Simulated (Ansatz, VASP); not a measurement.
# One calculation of BeCd3S2, two programs

```
Be Cd S
1.0
     6.82806    0.00000    0.00000
    -3.41403    5.91327    0.00000
     0.00000    0.00000    3.75794
Be Cd S
1 3 2
Direct
  0.00000 0.00000 0.50000
  0.00000 0.50000 0.00000
  0.50000 0.50000 0.00000
  0.50000 0.00000 0.00000
  0.66667 0.33333 0.50000
  0.33333 0.66667 0.50000
```

Change from the starting cell: species swapped into the NdB2Ir3 type (P6/mmm, No. 191).

Alike in both runs: functional PBE; k mesh 3 × 3 × 6; occupations gaussian, width 0.1 eV; no spin polarisation.

Ansatz relaxed the structure, and its values are those at the end. VASP's run is a single point on that final structure, the one shown.

|  | VASP | Ansatz |
| --- | --- | --- |
| version | VASP 6.6.1 | Ansatz 0.2.0 |
| potentials or method | VASP PAW PBE potentials, release 64 (Be, Cd, S), cutoff 520 eV | scalar-relativistic, plane waves, PAW |
| valence electrons in the cell | 50 | 74 |

```tsv
	VASP	Ansatz	Ansatz less VASP
gap on the k mesh at the Fermi level (eV)	none	none	-
pressure (GPa)	0.4	0.1	-0.23
```

A gap of «none» marks a metal or a gap that the smearing closes. VASP's potentials hold 50 valence electrons a cell and Ansatz's 74, so a difference there can come from the potentials and not from the codes.
